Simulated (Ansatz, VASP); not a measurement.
## One calculation of Mn, two programs

```xyz
1
Lattice="-1.4382 1.4382 1.4382 1.4382 -1.4382 1.4382 1.4382 1.4382 -1.4382" Properties=species:S:1:pos:R:3 pbc="T T T"
Mn    0.0000    0.0000    0.0000
```

Alike in both runs: task single point; functional PBE; dispersion D3(BJ); k mesh 8 × 8 × 8; occupations gaussian, width 0.1 eV; collinear spin; Hubbard terms Mn d U = 3.6 eV.

```csv
,VASP,Ansatz
version,VASP 6.6.1,Ansatz 0.2.0
potentials or method,"VASP PAW PBE potentials, release 64 (Mn_pv), cutoff 500 eV","scalar-relativistic, plane waves, PAW"
valence electrons in the cell,13,15
```

Ansatz gave:

- gap on the k mesh at the Fermi level (eV): none
- pressure (GPa): 58.7
- net moment per atom (μB): 3.81
- size of the moment on the site where the two differ most (μB): 3.66

What did VASP give for the same quantities?

gap on the k mesh at the Fermi level (eV): none; pressure (GPa): -0.6; net moment per atom (μB): 0.43; size of the moment on the site where the two differ most (μB): 0.42.

The net moments are unlike, so the other rows may belong to different states. Site moments also hang on the region over which each program counts them. The programs project onto different local orbitals, so the same U acts differently, and such runs can settle in different states. A gap of «none» marks a metal or a gap that the smearing closes. VASP's potentials hold 13 valence electrons a cell and Ansatz's 15, so a difference there can come from the potentials and not from the codes. Ansatz's warnings: filled band counts differ across k points, force scf threshold loose, stress scf threshold loose.

The k mesh is coarse, so the values compare programs but aren't converged.
